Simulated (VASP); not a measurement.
# P2Se2O (P4mm) in VASP: notebook

The runs below take P2Se2O through single point, relaxation of cell and atoms, with PBE+D3(BJ).

Program: VASP 6.6.1. These are calculated values, not measurements. Logs are shortened: lines on timing, memory, paths and dates and some standing lists are left out, and cuts for length are marked.

## (1) The cell of the first run

Symmetry: P4mm, No. 99, tetragonal system. Conventional cell: a = 3.744 Å, b = 3.744 Å, c = 4.545 Å, α = 90.00°, β = 90.00°, γ = 90.00°. P (site symmetry 4mm) has 2 Se at 2.05 to 2.50 Å and 4 P at 2.69 Å within 2.7 Å. P (site symmetry 4mm) has 1 O at 1.59 Å and 1 Se at 1.64 Å within 2.1 Å. Within 2.7 Å of Se (site symmetry 4mm) lie 2 P at 2.05 to 2.50 Å and 4 O at 2.68 Å. Within 1.8 Å of Se (site symmetry 4mm) lie 1 O at 1.31 Å and 1 P at 1.64 Å. O (site symmetry 4mm) has 1 Se at 1.31 Å and 1 P at 1.59 Å within 1.8 Å.

## (2) Single point, PBE+D3(BJ)

Contents of INCAR:

```
  ALGO = Normal
  EDIFF = 1E-6
  ENCUT = 520
  GGA = PE
  ISIF = 2
  ISMEAR = 0
  IVDW = 12
  LASPH = T
  LCHARG = F
  LREAL = F
  LWAVE = F
  NBANDS = 22
  NELM = 60
  PREC = Accurate
  SIGMA = 0.1
```

Contents of KPOINTS:

```
k-points
0
Gamma
  4 4 4
```

Contents of POSCAR:

```
P2Se2O
1.0
    3.7442342400      0.0000000000      0.0000000000
    0.0000000000      3.7442342400      0.0000000000
    0.0000000000      0.0000000000      4.5449047200
P Se O
2 2 1
Direct
    0.5000000000      0.5000000000      0.0351810000
    0.0000000000      0.0000000000      0.9327795700
    0.5000000000      0.5000000000      0.4853879000
    0.0000000000      0.0000000000      0.2929877100
    0.0000000000      0.0000000000      0.5820489500
```

Potentials or basis: VASP PAW PBE potentials, release 64 (P, Se, O).

On the command line:

```console
$ cat potpaw_PBE.64/P/POTCAR potpaw_PBE.64/Se/POTCAR potpaw_PBE.64/O/POTCAR > POTCAR
$ mpirun -np 1 vasp_std > vasp.out
```

OUTCAR:

```text
EDIFF = 1E-6
   ENCUT = 520
   GGA = PE
   ISIF = 2
   ISMEAR = 0
   IVDW = 12
   LASPH = T
   LREAL = F
   NELM = 60
   PREC = Accurate
 IVDW          = 12

 ion  position               nearest neighbor table
   1  0.500  0.500  0.035-   3 2.05   3 2.50   2 2.69   2 2.69   2 2.69   2 2.69
   2  0.000  0.000  0.933-   5 1.59   4 1.64   1 2.69   1 2.69   1 2.69   1 2.69
   3  0.500  0.500  0.485-   1 2.05   1 2.50   4 2.79   4 2.79   4 2.79   4 2.79
   4  0.000  0.000  0.293-   5 1.31   2 1.64   3 2.79   3 2.79   3 2.79   3 2.79
   5  0.000  0.000  0.582-   4 1.31   2 1.59

  LATTYP: Found a simple tetragonal cell.
 ALAT       =     3.7442342400
 C/A-ratio  =     1.2138409161

  Lattice vectors:

 A1 = (   3.7442342400,   0.0000000000,   0.0000000000)
 A2 = (   0.0000000000,   3.7442342400,   0.0000000000)
 A3 = (   0.0000000000,   0.0000000000,   4.5449047200)

Analysis of symmetry for initial positions (statically):
=====================================================================
 Subroutine PRICEL returns:
 Original cell was already a primitive cell.

 Routine SETGRP: Setting up the symmetry group for a
 simple tetragonal supercell.

 Subroutine GETGRP returns: Found  8 space group operations
 (whereof  8 operations were pure point group operations)
 out of a pool of 16 trial point group operations.

The static configuration has the point symmetry C_4v.

Analysis of symmetry for dynamics (positions and initial velocities):
=====================================================================
 Subroutine PRICEL returns:
 Original cell was already a primitive cell.

 Routine SETGRP: Setting up the symmetry group for a
 simple tetragonal supercell.

 Subroutine GETGRP returns: Found  8 space group operations
 (whereof  8 operations were pure point group operations)
 out of a pool of 16 trial point group operations.

The dynamic configuration has the point symmetry C_4v.

 Subroutine INISYM returns: Found  8 space group operations
 (whereof  8 operations are pure point group operations),
 and found     1 'primitive' translations

----------------------------------------------------------------------------------------

                                     Primitive cell

  volume of cell :      63.7163

  direct lattice vectors                    reciprocal lattice vectors
     3.744234240  0.000000000  0.000000000     0.267077308  0.000000000  0.000000000
     0.000000000  3.744234240  0.000000000     0.000000000  0.267077308  0.000000000
     0.000000000  0.000000000  4.544904720     0.000000000  0.000000000  0.220026615

  length of vectors
     3.744234240  3.744234240  4.544904720     0.267077308  0.267077308  0.220026615

  position of ions in fractional coordinates (direct lattice)
     0.500000000  0.500000000  0.035181000
     0.000000000  0.000000000  0.932779570
     0.500000000  0.500000000  0.485387900
     0.000000000  0.000000000  0.292987710
     0.000000000  0.000000000  0.582048950

  ion indices of the primitive-cell ions
   primitive index   ion index
                 1           1
                 2           2
                 3           3
                 4           4
                 5           5

----------------------------------------------------------------------------------------

 KPOINTS: k-points

Automatic generation of k-mesh.
 Grid dimensions read from file:
 generate k-points for:    4    4    4

 Generating k-lattice:

  Cartesian coordinates                     Fractional coordinates (reciprocal lattice)
     0.066769327  0.000000000  0.000000000     0.250000000  0.000000000  0.000000000
     0.000000000  0.066769327  0.000000000     0.000000000  0.250000000  0.000000000
     0.000000000  0.000000000  0.055006654     0.000000000  0.000000000  0.250000000

  Length of vectors
     0.066769327  0.066769327  0.055006654

  Shift w.r.t. Gamma in fractional coordinates (k-lattice)
     0.000000000  0.000000000  0.000000000

 Subroutine IBZKPT returns following result:
 ===========================================

 Found     18 irreducible k-points:

 Following reciprocal coordinates:
            Coordinates               Weight
  0.000000  0.000000  0.000000      1.000000
  0.250000  0.000000  0.000000      4.000000
  0.500000  0.000000  0.000000      2.000000
  0.250000  0.250000  0.000000      4.000000
  0.500000  0.250000  0.000000      4.000000
  0.500000  0.500000  0.000000      1.000000
[... 10 lines left out ...]
  0.500000  0.250000  0.500000      4.000000
  0.500000  0.500000  0.500000      1.000000
   k-points           NKPTS =     18   k-points in BZ     NKDIM =     18   number of bands    NBANDS=     22
   number of dos      NEDOS =    301   number of ions     NIONS =      5
   total plane-waves  NPLWV =  28224
   dimension x,y,z NGX =    28 NGY =   28 NGZ =   36
   dimension x,y,z NGXF=    56 NGYF=   56 NGZF=   72
   ions per type =               2   2   1
   NGX,Y,Z   is equivalent  to a cutoff of  12.43, 12.43, 13.17 a.u.
   NGXF,Y,Z  is equivalent  to a cutoff of  24.86, 24.86, 26.34 a.u.
 SYSTEM =  unknown system
   PREC   = accura    normal or accurate (medium, high low for compatibility)
   ISTART =      0    job   : 0-new  1-cont  2-samecut
   ICHARG =      2    charge: 1-file 2-atom 10-const
   ISPIN  =      1    spin polarized calculation?
   LNONCOLLINEAR =      F non collinear calculations
   LSORBIT =      F    spin-orbit coupling
   LASPH  =      T    aspherical Exc in radial PAW
   ENCUT  =  520.0 eV  38.22 Ry    6.18 a.u.   6.96  6.96  8.45*2*pi/ulx,y,z
   NELM   =     60;   NELMIN=  2; NELMDL= -5     # of ELM steps
   EDIFF  = 0.1E-05   stopping-criterion for ELM
   LREAL  =      F    real-space projection
   EDIFFG = 0.1E-04   stopping-criterion for IOM
   NSW    =      0    number of steps for IOM
   IBRION =     -1    ionic relax: 0-MD 1-quasi-New 2-CG
   NFREE  =      0    steps in history (QN), initial steepest desc. (CG)
   ISIF   =      2    stress and relaxation
   ISYM   =      2    0-nonsym 1-usesym 2-fastsym
   POTIM  = 0.5000    time-step for ionic-motion
   TEBEG  =    0.0;   TEEND  =   0.0 temperature during run
   PSTRESS=    0.0 pullay stress
   NELECT =      28.0000    total number of electrons
   NUPDOWN=      -1.0000    fix difference up-down
   EMIN   =  10.00;   EMAX   =-10.00  energy-range for DOS
   EFERMI =   0.00;   METHOD = LEGACY
   ISMEAR =     0;   SIGMA  =   0.10  broadening in eV -4-tet -1-fermi 0-gaus
   EFERMI_NEDOS =   21; number of points for ismear=-14 and -15
   IALGO  =     38    algorithm
   IMIX   =      4    mixing-type and parameters
     AMIX     =   0.40;   BMIX     =  1.00
     AMIX_MAG =   1.60;   BMIX_MAG =  1.00
  volume/ion in A,a.u.               =      12.74        86.00
  Fermi-wavevector in a.u.,A,eV,Ry     =   1.244640  2.352029 21.077191  1.549130
  Thomas-Fermi vector in A             =   2.378898
   LORBIT       =      0    0 simple, 1 ext, 2 COOP (PROOUT), +10 PAW based schemes
   GGA     = PE    functional components
   LHFCALC =     F    Hartree Fock is set to
   AEXX    =    0.0000 exact exchange contribution
   IVDW    =    12    specifies the selected vdW correction
   LEPSILON=     F    determine dielectric tensor
   LRPA    =     F    only Hartree local field effects (RPA)
 non-spin polarized calculation
 Gauss-broadening in eV      SIGMA  =   0.10
  energy-cutoff  :      520.00
  volume of cell :       63.72
 maximum number of plane-waves:      1722
 NGX is ok and might be reduce to    28
   NGX = 13   NGY = 13   NGZ = 17

 number of electron      27.9999987 magnetization

 Free energy of the ion-electron system (eV)
  ---------------------------------------------------
  ext. energy  EPLUGINS =         0.00000000
  ---------------------------------------------------
  free energy    TOTEN  =        -3.76306214 eV

  energy without entropy =       -3.74111811  energy(sigma->0) =       -3.75209012

 E-fermi :  10.2271     XC(G=0): -11.5879

 val. band max:       10.2191238430   @ k =   0.5000   0.2500   0.2500
 cond. band min:      10.2386448162   @ k =   0.2500   0.2500   0.2500
 fundamental gap:      0.0195209732
 Fermi energy:        10.2270805647

 k-point     1 :       0.0000    0.0000    0.0000
  band No.  band energies     occupation
      1     -17.6144      2.00000
      2      -8.3865      2.00000
      3      -6.5034      2.00000
      4      -4.8720      2.00000
      5      -0.8119      2.00000
      6      -0.8119      2.00000
[... 14 lines left out ...]
     21      16.5152      0.00000
     22      17.7337      0.00000

 k-point     2 :       0.2500    0.0000    0.0000
  band No.  band energies     occupation
      1     -17.5723      2.00000
      2      -8.0875      2.00000
      3      -6.4345      2.00000
      4      -5.6198      2.00000
      5      -0.5873      2.00000
      6      -0.2074      2.00000
[... 14 lines left out ...]
     21      17.4106      0.00000
     22      18.3137      0.00000

 k-point     3 :       0.5000    0.0000    0.0000
  band No.  band energies     occupation
      1     -17.5294      2.00000
      2      -7.5277      2.00000
      3      -6.6274      2.00000
      4      -6.2799      2.00000
      5      -0.3303      2.00000
      6       0.2388      2.00000
[... 14 lines left out ...]
     21      16.7895      0.00000
     22      17.7842      0.00000
[... 326 lines left out ...]
 k-point    17 :       0.5000    0.2500    0.5000
  band No.  band energies     occupation
      1     -17.4335      2.00000
      2      -9.0561      2.00000
      3      -5.6578      2.00000
      4      -3.5698      2.00000
      5      -2.1359      2.00000
      6      -0.8072      2.00000
[... 14 lines left out ...]
     21      18.3953      0.00000
     22      19.4051      0.00000

 k-point    18 :       0.5000    0.5000    0.5000
  band No.  band energies     occupation
      1     -17.4065      2.00000
      2      -8.9282      2.00000
      3      -5.1389      2.00000
      4      -3.5078      2.00000
      5      -1.4473      2.00000
      6      -1.4473      2.00000
[... 14 lines left out ...]
     21      17.0631      0.00000
     22      19.8567      0.00000

------------------------ aborting loop because EDIFF is reached ----------------------------------------

 Edisp (eV)   -2.27848

 E8    (eV) :    -0.8784

  FORCE on cell =-STRESS in cart. coord.  units (eV):
  Direction    XX          YY          ZZ          XY          YZ          ZX
  --------------------------------------------------------------------------------------
  -------------------------------------------------------------------------------------
  Total      11.44538    11.44538   126.33686     0.00000    -0.00000     0.00000
  in kB     287.79949   287.79949  3176.79995     0.00000    -0.00000     0.00000
  external pressure =     1250.80 kB  Pullay stress =        0.00 kB

 VOLUME and BASIS-vectors are now :
 -----------------------------------------------------------------------------
  energy-cutoff  :      520.00
  volume of cell :       63.72
      direct lattice vectors                 reciprocal lattice vectors
     3.744234240  0.000000000  0.000000000     0.267077308  0.000000000  0.000000000
     0.000000000  3.744234240  0.000000000     0.000000000  0.267077308  0.000000000
     0.000000000  0.000000000  4.544904720     0.000000000  0.000000000  0.220026615

 POSITION                                       TOTAL-FORCE (eV/Angst)
 -----------------------------------------------------------------------------------
      1.87212      1.87212      0.15989         0.000000     -0.000000     -5.012824
      0.00000      0.00000      4.23939         0.000000     -0.000000    -25.161544
      1.87212      1.87212      2.20604         0.000000      0.000000      1.753266
      0.00000      0.00000      1.33160         0.000000     -0.000000     -8.756773
      0.00000      0.00000      2.64536        -0.000000     -0.000000     37.177874
 -----------------------------------------------------------------------------------
    total drift:                               -0.000000      0.000000      0.001072

  FREE ENERGIE OF THE ION-ELECTRON SYSTEM (eV)
  ---------------------------------------------------
  free  energy   TOTEN  =        -6.0415432943 eV

  energy  without entropy=       -6.0195992603  energy(sigma->0) =       -6.03057128
```

Wall time 26 s (1 thread of Intel Xeon Platinum 8259CL at 2.50GHz (Skylake/Cascade Lake), shared host); peak memory 0.18 GiB.

What came out:

```yaml
Free_energy: -6.0415 eV
Pressure: 125.1 GPa
Largest_force: 37.178 eV/Å
Band_gap_on_the_k_mesh: zero (band 14 reaches 12.14 eV, above the bottom of band 15 at 9.17 eV)
Dispersion_energy_per_atom: -0.456 eV
```

Forces in eV/Å, atoms in the order of the input:
```
P     0.000   0.000  -5.013
P     0.000   0.000 -25.162
Se    0.000   0.000   1.753
Se    0.000   0.000  -8.757
O     0.000   0.000  37.178
```

Caveat: the k points lie up to 0.42 Å⁻¹ apart; pairwise dispersion overbinds metals, which lowers pressure and volume; forces of over 1 eV/Å act on the atoms, so gaps and moduli don't describe the material at rest.

(Continued in part 2 of 2.)
